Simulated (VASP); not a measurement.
# TiO2 (I4_1/amd) in VASP: notebook, part 2 of 2

VASP 6.6.1. The steps go on from the part before.

**3. Single point, r2SCAN (strain +0.030 along x and y, -0.030 along z)**

POSCAR reads:

```
TiO2
1.0
   -1.9456413795      1.9456413795      4.6476569410
    1.9456413795     -1.9456413795      4.6476569410
    1.9456413795      1.9456413795     -4.6476569410
Ti O
2 4
Direct
    0.0000000000      0.0000000000      0.0000000000
    0.7500000000      0.2500000000      0.5000000000
    0.2073045411      0.2073045411      0.0000000000
    0.9573045411      0.4573045411      0.5000000000
    0.5426954589      0.0426954589      0.5000000000
    0.7926954589      0.7926954589      0.0000000000
```

INCAR.step1 reads:

```
PREC     = Accurate       # precision mode
ENCUT    = 520            # plane-wave cutoff, eV
ISMEAR   = 0              # smearing method
SIGMA    = 0.05           # smearing width, eV
LREAL    = False          # projectors in reciprocal space
LASPH    = True           # aspherical terms in the spheres
NELM     = 80             # most SCF steps
NBANDS   = 33             # bands
GGA      = PE             # functional
ALGO     = Normal         # electronic algorithm
EDIFF    = 1E-4           # SCF threshold, eV
LWAVE    = True           # write WAVECAR
LCHARG   = False          # write CHGCAR
```

INCAR.step2 reads:

```
PREC     = Accurate       # precision mode
ENCUT    = 520            # plane-wave cutoff, eV
EDIFF    = 1E-7           # SCF threshold, eV
ISMEAR   = 0              # smearing method
SIGMA    = 0.05           # smearing width, eV
LREAL    = False          # projectors in reciprocal space
LASPH    = True           # aspherical terms in the spheres
NELM     = 80             # most SCF steps
ALGO     = Normal         # electronic algorithm
ISIF     = 2              # what is computed and relaxed
LWAVE    = False          # write WAVECAR
LCHARG   = False          # write CHGCAR
METAGGA  = R2SCAN         # meta-GGA
LMIXTAU  = True         
NBANDS   = 33             # bands
ISTART   = 1
```

KPOINTS reads:

```
regular mesh
0
Gamma
  8 8 8
```

Potentials or basis: VASP PAW PBE potentials, release 64 (Ti_sv, O).

On the command line:

```sh
cat potpaw_PBE.64/Ti_sv/POTCAR potpaw_PBE.64/O/POTCAR > POTCAR
cp INCAR.step1 INCAR
mpirun -np 1 vasp_std > vasp.out
cp INCAR.step2 INCAR
mpirun -np 1 vasp_std > vasp.out
```

OUTCAR:

```text
PREC = Accurate
   ENCUT = 520
   EDIFF = 1E-7
   ISMEAR = 0
   LREAL = False
   LASPH = True
   NELM = 80
   ISIF = 2
   METAGGA = R2SCAN
   ISTART = 1

 ion  position               nearest neighbor table
   1  0.000  0.000  0.000-   3 1.93   6 1.93   4 1.99   5 1.99   5 1.99   4 1.99
   2  0.750  0.250  0.500-   4 1.93   5 1.93   6 1.99   3 1.99   6 1.99   3 1.99
   3  0.207  0.207  0.000-   1 1.93   2 1.99   2 1.99
   4  0.957  0.457  0.500-   2 1.93   1 1.99   1 1.99
   5  0.543  0.043  0.500-   2 1.93   1 1.99   1 1.99
   6  0.793  0.793  0.000-   1 1.93   2 1.99   2 1.99
[... 1073 lines left out ...]
  -------------------------------------------------------------------------------------
  Total       -3.6494349     -3.6494349      2.8990127      0.0000000     -0.0000000      0.0000000
  in kB      -83.0838397    -83.0838397     65.9995619      0.0000000     -0.0000000      0.0000000
  external PRESSURE =     -33.3893725 kB  Pullay stress =       0.0000000 kB

 VOLUME and BASIS-vectors are now :
 -----------------------------------------------------------------------------
  energy-cutoff  :      520.00
  volume of cell :       70.38
      direct lattice vectors                 reciprocal lattice vectors
    -1.945641380  1.945641380  4.647656941     0.000000000  0.256984666  0.107581090
     1.945641380 -1.945641380  4.647656941     0.256984666  0.000000000  0.107581090
     1.945641380  1.945641380 -4.647656941     0.256984666  0.256984666  0.000000000

 POSITION                                       TOTAL-FORCE (eV/Angst)
 -----------------------------------------------------------------------------------
      0.00000      0.00000      0.00000        -0.000000     -0.000000     -0.000000
     -0.00000      1.94564      2.32383        -0.000000     -0.000000     -0.000000
      0.00000      0.00000      1.92696        -0.000000      0.000000      0.643238
      0.00000      1.94564      4.25079         0.000000     -0.000000      0.643238
      0.00000      1.94564      0.39687         0.000000     -0.000000     -0.643238
      0.00000      0.00000      7.36835        -0.000000      0.000000     -0.643238
 -----------------------------------------------------------------------------------
    total drift:                               -0.000000     -0.000000     -0.000000

  FREE ENERGIE OF THE ION-ELECTRON SYSTEM (eV)
  ---------------------------------------------------
  free  energy   TOTEN  =       -69.7164256245 eV

  energy  without entropy=      -69.7164256245  energy(sigma->0) =      -69.71642562
```

OUTCAR.step1:

```text
PREC = Accurate
   ENCUT = 520
   ISMEAR = 0
   LREAL = False
   LASPH = True
[... 1102 lines left out ...]
      0.00000      0.00000      1.92696        -0.000000      0.000000      0.734494
      0.00000      1.94564      4.25079         0.000000     -0.000000      0.734494
      0.00000      1.94564      0.39687         0.000000     -0.000000     -0.734494
      0.00000      0.00000      7.36835        -0.000000      0.000000     -0.734494
 -----------------------------------------------------------------------------------
    total drift:                               -0.000000     -0.000000     -0.000000

  FREE ENERGIE OF THE ION-ELECTRON SYSTEM (eV)
  ---------------------------------------------------
  free  energy   TOTEN  =       -53.7364903433 eV

  energy  without entropy=      -53.7364903433  energy(sigma->0) =      -53.73649034
```

It took 24 min on 1 thread of Intel Xeon 8259CL, shared host; peak memory 0.32 GiB.

Results:

```
Free energy            : -69.7164 eV
Pressure               : -3.3 GPa
Largest force          : 0.643 eV/Å
Band gap on the k mesh : 2.49 eV (least direct gap 2.76 eV)
```

Forces in eV/Å, atoms in the order of the input:
```
Ti   0.000  0.000  0.000
Ti   0.000  0.000  0.000
O    0.000  0.000  0.643
O    0.000  0.000  0.643
O    0.000  0.000 -0.643
O    0.000  0.000 -0.643
```

Levels at points of the mesh, in eV from the valence-band top:
| k point | band 20 | band 21 | band 22 | band 23 | band 24 | band 25 | band 26 | band 27 | band 28 | band 29 |
| --- | --- | --- | --- | --- | --- | --- | --- | --- | --- | --- |
| (0.00, 0.00, 0.00) | -0.58 | -0.53 | -0.53 | -0.39 | -0.39 | 2.49 | 3.32 | 4.37 | 4.37 | 4.40 |
| (0.50, 0.00, 0.00) | -1.82 | -1.78 | -0.82 | -0.69 | -0.48 | 3.54 | 3.88 | 3.97 | 4.09 | 4.63 |
| (0.50, 0.50, 0.00) | -2.55 | -1.81 | -1.81 | 0.00 | 0.00 | 3.79 | 3.79 | 4.22 | 4.22 | 5.10 |
| (0.50, 0.50, 0.50) | -1.22 | -1.09 | -1.09 | -0.08 | -0.08 | 2.89 | 2.89 | 4.20 | 4.20 | 4.65 |

Caveat: the cell differs from its parent crystal (strain +0.030 along x and y, -0.030 along z); the cell stands under tension; the PAW data sets were made with another functional, which shifts forces and pressure a little. A k mesh can miss the band edges.

**4. Single point, r2SCAN (strain +0.000 along x and y, +0.030 along z)**

POSCAR, as its differences from that of step 3:

```diff
@@ -2,5 +2,5 @@
 1.0
-   -1.9456413795      1.9456413795      4.6476569410
-    1.9456413795     -1.9456413795      4.6476569410
-    1.9456413795      1.9456413795     -4.6476569410
+   -1.8889722131      1.8889722131      4.9351408754
+    1.8889722131     -1.8889722131      4.9351408754
+    1.8889722131      1.8889722131     -4.9351408754
 Ti O
```

INCAR.step1 reads:

```
SYSTEM = TiO2
  ALGO = Normal
  EDIFF = 1E-4
  ENCUT = 520
  GGA = PE
  ISMEAR = 0
  LASPH = .TRUE.
  LCHARG = .FALSE.
  LREAL = .FALSE.
  LWAVE = .TRUE.
  NBANDS = 33
  NELM = 100
  PREC = Accurate
  SIGMA = 0.05
```

INCAR.step2 reads:

```
SYSTEM = TiO2
  ALGO = Normal
  EDIFF = 1E-7
  ENCUT = 520
  ISIF = 2
  ISMEAR = 0
  ISTART = 1
  LASPH = .TRUE.
  LCHARG = .FALSE.
  LMIXTAU = .TRUE.
  LREAL = .FALSE.
  LWAVE = .FALSE.
  METAGGA = R2SCAN
  NBANDS = 33
  NELM = 100
  PREC = Accurate
  SIGMA = 0.05
```

KPOINTS reads:

```
k-points
0
G
  8 8 8
  0 0 0
```

On the command line:

```sh
cat potpaw_PBE.64/Ti_sv/POTCAR potpaw_PBE.64/O/POTCAR > POTCAR
cp INCAR.step1 INCAR
mpirun -np 1 vasp_std > vasp.out
cp INCAR.step2 INCAR
mpirun -np 1 vasp_std > vasp.out
```

Wall time 39 min (1 thread of Intel Xeon 8259CL, shared host); peak memory 0.35 GiB.

The run converged. Its results:

```yaml
Free_energy: -69.8033 eV
Pressure: -5.1 GPa
Largest_force: 0.439 eV/Å
Band_gap_on_the_k_mesh: 2.53 eV (least direct gap 2.87 eV)
```

Forces on the atoms (eV/Å):
```
Ti   0.000  0.000  0.000
Ti   0.000  0.000  0.000
O    0.000  0.000 -0.439
O    0.000  0.000 -0.439
O    0.000  0.000  0.439
O    0.000  0.000  0.439
```

Stress tensor (GPa, compression positive):
```
-2.91  0.00  0.00
 0.00 -2.91  0.00
 0.00  0.00 -9.54
```

Levels at points of the mesh, in eV from the valence-band top:
```
           k point  band 21  band 22  band 23  band 24  band 25  band 26  band 27  band 28
(0.00, 0.00, 0.00)    -0.93    -0.89    -0.44    -0.44     2.53     3.14     4.33     4.33
(0.50, 0.00, 0.00)    -1.90    -0.99    -0.91    -0.72     3.62     3.79     3.87     3.91
(0.50, 0.50, 0.00)    -2.08    -2.08    -0.02    -0.02     3.56     3.56     4.02     4.02
(0.50, 0.50, 0.50)    -1.35    -1.35    -0.14    -0.14     2.83     2.83     4.09     4.09
```

Caveat: the cell differs from its parent crystal (strain +0.000 along x and y, +0.030 along z); the cell stands under tension; the PAW data sets were made with another functional, which shifts forces and pressure a little.

**5. Single point, r2SCAN (strain +0.030 along x and y, +0.000 along z)**

POSCAR, as its differences from that of step 4:

```diff
@@ -2,5 +2,5 @@
 1.0
-   -1.8889722131      1.8889722131      4.9351408754
-    1.8889722131     -1.8889722131      4.9351408754
-    1.8889722131      1.8889722131     -4.9351408754
+   -1.9456413795      1.9456413795      4.7913989082
+    1.9456413795     -1.9456413795      4.7913989082
+    1.9456413795      1.9456413795     -4.7913989082
 Ti O
```

INCAR.step1 reads:

```
PREC = Accurate
ENCUT = 520
ISMEAR = 0
SIGMA = 0.05
LREAL = F
LASPH = T
NELM = 80
NBANDS = 33
GGA = PE
ALGO = Normal
EDIFF = 1E-4
LWAVE = T
LCHARG = F
```

INCAR.step2 reads:

```
PREC = Accurate
ENCUT = 520
EDIFF = 1E-7
ISMEAR = 0
SIGMA = 0.05
LREAL = F
LASPH = T
NELM = 80
ALGO = Normal
ISIF = 2
LWAVE = F
LCHARG = F
METAGGA = R2SCAN
LMIXTAU = T
NBANDS = 33
ISTART = 1
```

KPOINTS reads:

```
Automatic mesh
0
Gamma
  8 8 8
```

On the command line:

```sh
cat potpaw_PBE.64/Ti_sv/POTCAR potpaw_PBE.64/O/POTCAR > POTCAR
cp INCAR.step1 INCAR
mpirun -np 1 vasp_std > vasp.out
cp INCAR.step2 INCAR
mpirun -np 1 vasp_std > vasp.out
```

Run time: 27 min. Hardware: 1 thread of Intel Xeon 8259CL, shared host; peak memory 0.36 GiB.

The run converged. Its results:

```
Free energy            : -69.7123 eV
Pressure               : -10.4 GPa
Largest force          : 0.009 eV/Å
Band gap on the k mesh : 2.41 eV (least direct gap 2.69 eV)
```

Forces on the atoms (eV/Å):
```
Ti   0.000  0.000  0.000
Ti   0.000  0.000  0.000
O    0.000  0.000 -0.009
O    0.000  0.000 -0.009
O    0.000  0.000  0.009
O    0.000  0.000  0.009
```

Stress tensor (GPa, compression positive):
```
-12.12   0.00   0.00
  0.00 -12.12   0.00
  0.00   0.00  -6.98
```

Levels at points of the mesh, in eV from the valence-band top:
| k point | band 22 | band 23 | band 24 | band 25 | band 26 | band 27 |
| --- | --- | --- | --- | --- | --- | --- |
| (0.00, 0.00, 0.00) | -0.68 | -0.38 | -0.38 | 2.41 | 3.12 | 4.15 |
| (0.50, 0.00, 0.00) | -0.81 | -0.81 | -0.57 | 3.41 | 3.72 | 3.74 |
| (0.50, 0.50, 0.00) | -1.86 | -0.01 | -0.01 | 3.55 | 3.55 | 3.97 |
| (0.50, 0.50, 0.50) | -1.17 | -0.09 | -0.09 | 2.76 | 2.76 | 3.95 |

Caveat: the cell differs from its parent crystal (strain +0.030 along x and y, +0.000 along z); the cell stands under tension; the PAW data sets were made with another functional, which shifts forces and pressure a little.

**6. Summary**

```csv
cell,gap on the mesh (eV),pressure (GPa),largest force (eV/Å)
"a = 5.361 Å, angles 138.7, 138.7, 59.8°, 6 atoms",2.65,9.4,0.71
"a = 5.401 Å, angles 137.8, 137.8, 61.3°, 6 atoms",2.49,-3.3,0.64
"a = 5.612 Å, angles 140.7, 140.7, 56.9°, 6 atoms",2.53,-5.1,0.44
"a = 5.525 Å, angles 138.8, 138.8, 59.7°, 6 atoms",2.41,-10.4,0.01
```

Alike in all rows: task single point; level r2SCAN; potentials or basis VASP PAW PBE potentials, release 64 (Ti_sv, O); no spin polarisation; k mesh 8 × 8 × 8; cutoff (eV) 520; smearing gaussian 0.05 eV.

Caveats: the PAW data sets were made with another functional, which shifts forces and pressure a little; the cell stands under tension (at least some runs); the cell stands under pressure (at least some runs).

Total energies depend on the potentials used, so only differences within one code and one set of settings carry meaning.
